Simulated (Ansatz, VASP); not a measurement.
Two plane-wave programs on LaIr5

File INCAR:

```
SYSTEM = LaIr5
  PREC = Accurate
  ENCUT = 520
  EDIFF = 1E-6
  ISMEAR = -1
  SIGMA = 0.1
  LREAL = .False.
  LASPH = .True.
  NELM = 80
  ALGO = Normal
  ISIF = 2
  LWAVE = .False.
  LCHARG = .False.
  NBANDS = 37
```

KPOINTS

```
regular mesh
0
Gamma
  5 5 6
  0 0 0
```

The input POSCAR:

```
LaIr5
1.0
    5.5249322837      0.0000000000      0.0000000000
   -2.7624661419      4.7847319177      0.0000000000
    0.0000000000      0.0000000000      4.3224771980
La Ir
1 5
Direct
    0.0000000000      0.0000000000      0.0000000000
    0.5000000000      0.0000000000      0.5000000000
    0.5000000000      0.5000000000      0.5000000000
    0.0000000000      0.5000000000      0.5000000000
    0.3333333333      0.6666666667      0.0000000000
    0.6666666667      0.3333333333      0.0000000000
```

Input for Ansatz:

```yaml
crystal:
  lattice:
    - [5.524932283712407, 0.0, 0.0]
    - [-2.7624661418562035, 4.784731917717762, 0.0]
    - [0.0, 0.0, 4.322477198009355]
  atoms:
    - { symbol: La, position: [0.0, 0.0, 0.0] }
    - { symbol: Ir, position: [0.5, 0.0, 0.5] }
    - { symbol: Ir, position: [0.5, 0.5, 0.5] }
    - { symbol: Ir, position: [0.0, 0.5, 0.5] }
    - { symbol: Ir, position: [0.3333333333333333, 0.6666666666666666, 0.0] }
    - { symbol: Ir, position: [0.6666666666666666, 0.3333333333333333, 0.0] }
basis:
  ecutwfc: 420.0
kpoints:
  mp_grid:
    grid: [5, 5, 6]
hamiltonian:
  xc: lda
  pseudopotentials:
    kind: paw
scf:
  occupations:
    method: fermi_dirac
    width: 0.1
output:
  stress: true
```

Alike in both runs: task single point; functional LDA; k mesh 5 × 5 × 6; occupations fermi-dirac, width 0.1 eV; no spin polarisation.

|  | VASP | Ansatz |
| --- | --- | --- |
| version | VASP 6.6.1 | Ansatz 0.2.0 |
| potentials or method | VASP PAW LDA potentials, release 64 (La, Ir), cutoff 520 eV | plane waves, PAW |
| valence electrons in the cell | 56 | 96 |

```tsv
	VASP	Ansatz	Ansatz less VASP
pressure (GPa)	-19.1	-20.1	-0.91
traceless stress, the component that is largest in VASP (GPa)	1.80	1.53	-0.272
```

LDA's correlation is that of Perdew and Zunger in VASP and of Perdew and Wang (1992) in Ansatz. VASP's potentials hold 56 valence electrons a cell and Ansatz's 96, so a difference there can come from the potentials and not from the codes.

Neither program's run includes spin-orbit coupling.
